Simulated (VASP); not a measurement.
# HfN (P6_3/mmc) in VASP: notebook

The runs below take HfN through single point, with PBE.

Everything below comes from runs of VASP 6.6.1. Logs are shortened: lines on timing, memory, paths and dates and some standing lists are left out, and cuts for length are marked.

## Step 1: The cell of the first run

Symmetry: P6_3/mmc, No. 194, hexagonal system. Conventional cell: a = 3.092 Å, b = 3.092 Å, c = 5.344 Å, α = 90.00°, β = 90.00°, γ = 120.00°. Hf (site symmetry -6m2) has 6 N at 2.23 Å within 2.9 Å. Within 2.9 Å of N (site symmetry -3m) lie 6 Hf at 2.23 Å and 2 N at 2.67 Å.

## Step 2: Single point, PBE

Input file INCAR:

```
SYSTEM = HfN
ALGO     = Normal         ! electronic algorithm
EDIFF    = 1E-7           ! SCF threshold, eV
ENCUT    = 520            ! plane-wave cutoff, eV
GGA      = PE             ! functional
ISIF     = 2              ! what is computed and relaxed
ISMEAR   = -1             ! smearing method
LASPH    = .TRUE.         ! aspherical terms in the spheres
LCHARG   = .FALSE.        ! write CHGCAR
LREAL    = .FALSE.        ! projectors in reciprocal space
LWAVE    = .FALSE.        ! write WAVECAR
NBANDS   = 23             ! bands
NELM     = 100            ! most SCF steps
PREC     = Accurate       ! precision mode
SIGMA    = 0.05           ! smearing width, eV
```

Input file KPOINTS:

```
k-points
0
G
  8 8 4
  0 0 0
```

Input file POSCAR:

```
HfN
1.0
    3.0915526998      0.0000000000      0.0000000000
   -1.5457763499      2.6773632332      0.0000000000
    0.0000000000      0.0000000000      5.3435594582
Hf N
2 2
Direct
    0.6666666667      0.3333333333      0.7500000000
    0.3333333333      0.6666666667      0.2500000000
    0.0000000000      0.0000000000      0.0000000000
    0.0000000000      0.0000000000      0.5000000000
```

Potentials or basis: VASP PAW PBE potentials, release 64 (Hf_pv, N).

Run with:

```sh
$ cat potpaw_PBE.64/Hf_pv/POTCAR potpaw_PBE.64/N/POTCAR > POTCAR
$ mpirun -np 1 vasp_std > vasp.out
```

OUTCAR:

```text
SYSTEM = HfN
   EDIFF = 1E-7
   ENCUT = 520
   GGA = PE
   ISIF = 2
   ISMEAR = -1
   LASPH = .TRUE.
   LREAL = .FALSE.
   NELM = 100
   PREC = Accurate

 ion  position               nearest neighbor table
   1  0.667  0.333  0.750-   3 2.23   4 2.23   3 2.23   4 2.23   3 2.23   4 2.23   2 3.21   2 3.21
                             2 3.21   2 3.21   2 3.21   2 3.21
   2  0.333  0.667  0.250-   3 2.23   4 2.23   3 2.23   4 2.23   3 2.23   4 2.23   1 3.21   1 3.21
                             1 3.21   1 3.21   1 3.21   1 3.21
   3  0.000  0.000  0.000-   1 2.23   2 2.23   1 2.23   2 2.23   1 2.23   2 2.23
   4  0.000  0.000  0.500-   1 2.23   2 2.23   1 2.23   2 2.23   1 2.23   2 2.23

  LATTYP: Found a hexagonal cell.
 ALAT       =     3.0915526998
 C/A-ratio  =     1.7284387417

  Lattice vectors:

 A1 = (   3.0915526998,   0.0000000000,   0.0000000000)
 A2 = (  -1.5457763499,   2.6773632332,   0.0000000000)
 A3 = (   0.0000000000,   0.0000000000,   5.3435594582)

Analysis of symmetry for initial positions (statically):
=====================================================================
 Subroutine PRICEL returns:
 Original cell was already a primitive cell.

 Routine SETGRP: Setting up the symmetry group for a
 hexagonal supercell.

 Subroutine GETGRP returns: Found 24 space group operations
 (whereof 12 operations were pure point group operations)
 out of a pool of 24 trial point group operations.

The static configuration has the point symmetry D_3d.
 The point group associated with its full space group is D_6h.

Analysis of symmetry for dynamics (positions and initial velocities):
=====================================================================
 Subroutine PRICEL returns:
 Original cell was already a primitive cell.

 Routine SETGRP: Setting up the symmetry group for a
 hexagonal supercell.

 Subroutine GETGRP returns: Found 24 space group operations
 (whereof 12 operations were pure point group operations)
 out of a pool of 24 trial point group operations.

The dynamic configuration has the point symmetry D_3d.
 The point group associated with its full space group is D_6h.

 Subroutine INISYM returns: Found 24 space group operations
 (whereof 12 operations are pure point group operations),
 and found     1 'primitive' translations

----------------------------------------------------------------------------------------

                                     Primitive cell

  volume of cell :      44.2298

  direct lattice vectors                    reciprocal lattice vectors
     3.091552700  0.000000000  0.000000000     0.323462058  0.186750902  0.000000000
    -1.545776350  2.677363233  0.000000000     0.000000000  0.373501805  0.000000000
     0.000000000  0.000000000  5.343559458     0.000000000  0.000000000  0.187141176

  length of vectors
     3.091552700  3.091552750  5.343559458     0.373501811  0.373501805  0.187141176

  position of ions in fractional coordinates (direct lattice)
     0.666666667  0.333333333  0.750000000
     0.333333333  0.666666667  0.250000000
     0.000000000  0.000000000  0.000000000
     0.000000000  0.000000000  0.500000000

  ion indices of the primitive-cell ions
   primitive index   ion index
                 1           1
                 2           2
                 3           3
                 4           4

----------------------------------------------------------------------------------------

 KPOINTS: k-points

Automatic generation of k-mesh.
 Grid dimensions read from file:
 generate k-points for:    8    8    4

 Generating k-lattice:

  Cartesian coordinates                     Fractional coordinates (reciprocal lattice)
     0.040432757  0.023343863  0.000000000     0.125000000  0.000000000  0.000000000
     0.000000000  0.046687726  0.000000000     0.000000000  0.125000000  0.000000000
     0.000000000  0.000000000  0.046785294     0.000000000  0.000000000  0.250000000

  Length of vectors
     0.046687726  0.046687726  0.046785294

  Shift w.r.t. Gamma in fractional coordinates (k-lattice)
     0.000000000  0.000000000  0.000000000

 Subroutine IBZKPT returns following result:
 ===========================================

 Found     30 irreducible k-points:

 Following reciprocal coordinates:
            Coordinates               Weight
  0.000000  0.000000  0.000000      1.000000
  0.125000  0.000000  0.000000      6.000000
  0.250000  0.000000  0.000000      6.000000
  0.375000 -0.000000  0.000000      6.000000
  0.500000  0.000000  0.000000      3.000000
  0.125000  0.125000  0.000000      6.000000
[... 16 lines left out ...]
  0.250000  0.000000  0.500000      6.000000
  0.375000 -0.000000  0.500000      6.000000
 [... further k-points ...]
   k-points           NKPTS =     30   k-points in BZ     NKDIM =     30   number of bands    NBANDS=     23
   number of dos      NEDOS =    301   number of ions     NIONS =      4
   total plane-waves  NPLWV =  23040
   dimension x,y,z NGX =    24 NGY =   24 NGZ =   40
   dimension x,y,z NGXF=    48 NGYF=   48 NGZF=   80
   ions per type =               2   2
   NGX,Y,Z   is equivalent  to a cutoff of  12.91, 12.91, 12.44 a.u.
   NGXF,Y,Z  is equivalent  to a cutoff of  25.81, 25.81, 24.89 a.u.
 SYSTEM =  HfN
   PREC   = accura    normal or accurate (medium, high low for compatibility)
   ISTART =      0    job   : 0-new  1-cont  2-samecut
   ICHARG =      2    charge: 1-file 2-atom 10-const
   ISPIN  =      1    spin polarized calculation?
   LNONCOLLINEAR =      F non collinear calculations
   LSORBIT =      F    spin-orbit coupling
   LASPH  =      T    aspherical Exc in radial PAW
   ENCUT  =  520.0 eV  38.22 Ry    6.18 a.u.   5.75  5.75  9.94*2*pi/ulx,y,z
   NELM   =    100;   NELMIN=  2; NELMDL= -5     # of ELM steps
   EDIFF  = 0.1E-06   stopping-criterion for ELM
   LREAL  =      F    real-space projection
   EDIFFG = 0.1E-05   stopping-criterion for IOM
   NSW    =      0    number of steps for IOM
   IBRION =     -1    ionic relax: 0-MD 1-quasi-New 2-CG
   NFREE  =      0    steps in history (QN), initial steepest desc. (CG)
   ISIF   =      2    stress and relaxation
   ISYM   =      2    0-nonsym 1-usesym 2-fastsym
   POTIM  = 0.5000    time-step for ionic-motion
   TEBEG  =    0.0;   TEEND  =   0.0 temperature during run
   PSTRESS=    0.0 pullay stress
   NELECT =      30.0000    total number of electrons
   NUPDOWN=      -1.0000    fix difference up-down
   EMIN   =  10.00;   EMAX   =-10.00  energy-range for DOS
   EFERMI =   0.00;   METHOD = LEGACY
   ISMEAR =    -1;   SIGMA  =   0.05  broadening in eV -4-tet -1-fermi 0-gaus
   EFERMI_NEDOS =   21; number of points for ismear=-14 and -15
   IALGO  =     38    algorithm
   IMIX   =      4    mixing-type and parameters
     AMIX     =   0.40;   BMIX     =  1.00
     AMIX_MAG =   1.60;   BMIX_MAG =  1.00
  volume/ion in A,a.u.               =      11.06        74.62
  Fermi-wavevector in a.u.,A,eV,Ry     =   1.438391  2.718165 28.150040  2.068970
  Thomas-Fermi vector in A             =   2.557363
   LORBIT       =      0    0 simple, 1 ext, 2 COOP (PROOUT), +10 PAW based schemes
   GGA     = PE    functional components
   LHFCALC =     F    Hartree Fock is set to
   AEXX    =    0.0000 exact exchange contribution
   IVDW    =     0    specifies the selected vdW correction
   LEPSILON=     F    determine dielectric tensor
   LRPA    =     F    only Hartree local field effects (RPA)
 non-spin polarized calculation
  energy-cutoff  :      520.00
  volume of cell :       44.23
 maximum number of plane-waves:      1204
 NGX is ok and might be reduce to    24
   NGX = 11   NGY = 11   NGZ = 19

 number of electron      29.9999996 magnetization

 Free energy of the ion-electron system (eV)
  ---------------------------------------------------
  ext. energy  EPLUGINS =         0.00000000
  ---------------------------------------------------
  free energy    TOTEN  =       -43.25846428 eV

  energy without entropy =      -43.23924070  energy(sigma->0) =      -43.24885249

 E-fermi :   8.1424     XC(G=0): -12.9599

 val. band max:        8.1210674424   @ k =   0.3750   0.1250   0.5000
 cond. band min:       8.1426164854   @ k =   0.1250   0.0000   0.2500
 fundamental gap:      0.0215490430
 Fermi energy:         8.1424453280

 k-point     1 :       0.0000    0.0000    0.0000
  band No.  band energies     occupation
      1     -23.3942      2.00000
      2     -22.3901      2.00000
      3     -22.2875      2.00000
      4     -22.2875      2.00000
      5     -22.2191      2.00000
      6     -22.2191      2.00000
[... 15 lines left out ...]
     22      14.2293      0.00000
     23      14.2293      0.00000

 k-point     2 :       0.1250    0.0000    0.0000
  band No.  band energies     occupation
      1     -23.3301      2.00000
      2     -22.4426      2.00000
      3     -22.3960      2.00000
      4     -22.3638      2.00000
      5     -22.3343      2.00000
      6     -22.2338      2.00000
[... 15 lines left out ...]
     22      13.6841      0.00000
     23      14.1732      0.00000

 k-point     3 :       0.2500    0.0000    0.0000
  band No.  band energies     occupation
      1     -23.1609      2.00000
      2     -22.8185      2.00000
      3     -22.6762      2.00000
      4     -22.4330      2.00000
      5     -22.4224      2.00000
      6     -22.2814      2.00000
[... 15 lines left out ...]
     22      13.8155      0.00000
     23      14.0198      0.00000
[... 495 lines left out ...]
 k-point    23 :       0.2500    0.0000    0.5000
  band No.  band energies     occupation
      1     -22.9695      2.00000
      2     -22.9695      2.00000
      3     -22.5758      2.00000
      4     -22.5758      2.00000
      5     -22.3578      2.00000
      6     -22.3578      2.00000
[... 15 lines left out ...]
     22      13.7081      0.00000
     23      14.9912      0.00000

 k-point    24 :       0.3750   -0.0000    0.5000
  band No.  band energies     occupation
      1     -23.1831      2.00000
      2     -23.1831      2.00000
      3     -22.6008      2.00000
      4     -22.6008      2.00000
      5     -22.4303      2.00000
      6     -22.4303      2.00000
[... 15 lines left out ...]
     22      14.1142      0.00000
     23      15.9148      0.00000

 [... further k-points ...]
[... 5 lines left out ...]
  --------------------------------------------------------------------------------------
  -------------------------------------------------------------------------------------
  Total        4.5739262      4.5739264      4.6049088      0.0000000      0.0000000      0.0000000
  in kB      165.6857447    165.6857519    166.8080559      0.0000000      0.0000000      0.0000000
  external PRESSURE =     166.0598509 kB  Pullay stress =       0.0000000 kB

 VOLUME and BASIS-vectors are now :
 -----------------------------------------------------------------------------
  energy-cutoff  :      520.00
  volume of cell :       44.23
      direct lattice vectors                 reciprocal lattice vectors
     3.091552700  0.000000000  0.000000000     0.323462058  0.186750902  0.000000000
    -1.545776350  2.677363233  0.000000000     0.000000000  0.373501805  0.000000000
     0.000000000  0.000000000  5.343559458     0.000000000  0.000000000  0.187141176

 POSITION                                       TOTAL-FORCE (eV/Angst)
 -----------------------------------------------------------------------------------
      1.54578      0.89245      4.00767        -0.000000     -0.000000      0.000000
     -0.00000      1.78491      1.33589        -0.000000      0.000000      0.000000
      0.00000      0.00000      0.00000         0.000000      0.000000      0.000000
      0.00000      0.00000      2.67178         0.000000      0.000000      0.000000
 -----------------------------------------------------------------------------------
    total drift:                               -0.000000      0.000000     -0.000000

  FREE ENERGIE OF THE ION-ELECTRON SYSTEM (eV)
  ---------------------------------------------------
  free  energy   TOTEN  =       -43.2584642832 eV

  energy  without entropy=      -43.2392407039  energy(sigma->0) =      -43.24885249
```

Wall time 16 s (1 thread of Intel Xeon 6975P-C, shared host); peak memory 0.17 GiB.

Results:

```
Free energy            : -43.2585 eV
Pressure               : 16.6 GPa
Band gap on the k mesh : zero (band 15 reaches 10.27 eV, above the bottom of band 16 at 7.84 eV)
```

Levels at points of the mesh, in eV from the Fermi level:
```tsv
k point	band 12	band 13	band 14	band 15	band 16	band 17	band 18	band 19
(0.00, 0.00, 0.00)	-3.55	-3.55	-1.59	-0.48	0.91	0.91	1.47	2.10
(0.50, 0.00, 0.00)	-5.51	-3.14	-2.73	-2.30	2.75	3.07	4.84	5.07
(0.00, 0.00, 0.50)	-4.37	-4.37	-4.37	2.13	2.13	3.21	3.21	3.21
(0.50, 0.00, 0.50)	-5.49	-4.44	-4.44	-0.08	-0.08	5.14	5.14	5.22
```

Caveat: spin-orbit coupling is left out, which moves the levels of the heavy elements.

(Continued in part 2 of 2.)
